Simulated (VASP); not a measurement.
Set up this calculation in VASP 6.6.1, as the native input.

* Task: single point
* Functional: PBE
* Potentials or basis: VASP PAW PBE potentials, release 64 (Mg, O)
* Cutoff: 520 eV
* k mesh: 9 × 9 × 6
* Occupations: gaussian, width 0.05 eV
* Spin: no spin polarisation
* Dipole correction: no
* Further INCAR settings: ALGO = Normal; EDIFF = 1e-07; NBANDS = 16

The structure of MgO lies in POSCAR:

```
MgO
1.0
    3.1197997655      0.0000000000      0.0000000000
   -1.5598998828      2.7018258517      0.0000000000
    0.0000000000      0.0000000000      5.7834848054
Mg O
2 2
Direct
    0.3333333333      0.6666666667     -0.0229692219
    0.6666666667      0.3333333333      0.4770307781
    0.3333333333      0.6666666667      0.3982811987
    0.6666666667      0.3333333333      0.8982811987
```

This cell differs from its parent crystal: c/a of the conventional cell at fixed volume 1.8538.

One way to write it, as run:

INCAR

```
SYSTEM = MgO
  PREC = Accurate
  ENCUT = 520
  EDIFF = 1E-7
  ISMEAR = 0
  SIGMA = 0.05
  LREAL = .False.
  LASPH = .True.
  NELM = 80
  ALGO = Normal
  ISIF = 2
  LWAVE = .False.
  LCHARG = .True.
  GGA = PE
  LELF = .True.
  LVHAR = .True.
  NBANDS = 16
```

KPOINTS

```
Automatic mesh
0
Gamma
  9 9 6
  0 0 0
```

Potentials or basis: VASP PAW PBE potentials, release 64 (Mg, O).

Command:

```sh
$ cat potpaw_PBE.64/Mg/POTCAR potpaw_PBE.64/O/POTCAR > POTCAR
$ mpirun -np 1 vasp_std > vasp.out
```

Results of the run:

The pressure is 12.7 GPa, the largest force is 1.146 eV/Å and the band gap on the k mesh is 3.45 eV, indirect (least direct gap 3.46 eV).

Caveat: forces of over 1 eV/Å act on the atoms, so gaps and moduli don't describe the material at rest.

It took 26 s on 1 thread of Intel(R) Xeon(R) 6975P-C (Granite Rapids), with other jobs on the host, peak memory 0.18 GiB.
